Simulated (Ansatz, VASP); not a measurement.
# MnO2: VASP beside Ansatz

```xyz
6
Lattice="1.3260 -0.7656 8.5107 -1.3260 -0.7656 8.5107 0.0000 -3.0624 8.5107" Properties=species:S:1:pos:R:3 pbc="T T T"
Mn    0.0000    0.0000    0.0000
Mn    0.0000   -1.5312    4.2553
O     0.0000   -3.0624   11.8856
O     0.0000   -3.0624   17.9018
O     0.0000   -1.5312    7.6302
O     0.0000   -1.5312   13.6465
```

Alike in both runs: task single point; functional PBE; k mesh 12 × 12 × 6; occupations gaussian, width 0.02 eV; collinear spin; Hubbard terms Mn d U = 3.9 eV.

```csv
,VASP,Ansatz
version,VASP 6.6.1,Ansatz 0.2.0
potentials or method,"VASP PAW PBE potentials, release 64 (Mn_pv, O), cutoff 520 eV","scalar-relativistic, plane waves, PAW"
valence electrons in the cell,50,54
```

|  | VASP | Ansatz | Ansatz less VASP |
| --- | --- | --- | --- |
| gap on the k mesh at the Fermi level (eV) | 2.26 | 2.13 | -0.125 |
| least direct gap on the mesh (eV) | 2.30 | 2.18 | -0.124 |
| rms of the force components (eV/Å) | 2.376 | 2.317 | -0.0597 |
| net moment per atom (μB) | 0.00 | 0.00 | 0.000 |
| size of the moment on the site where the two differ most (μB) | 2.87 | 2.40 | -0.473 |

Site moments also hang on the region over which each program counts them. The programs project onto different local orbitals, so the same U acts differently, and such runs can settle in different states. VASP's potentials hold 50 valence electrons a cell and Ansatz's 54, so a difference there can come from the potentials and not from the codes.

The k mesh is coarse, so the values compare programs but aren't converged.
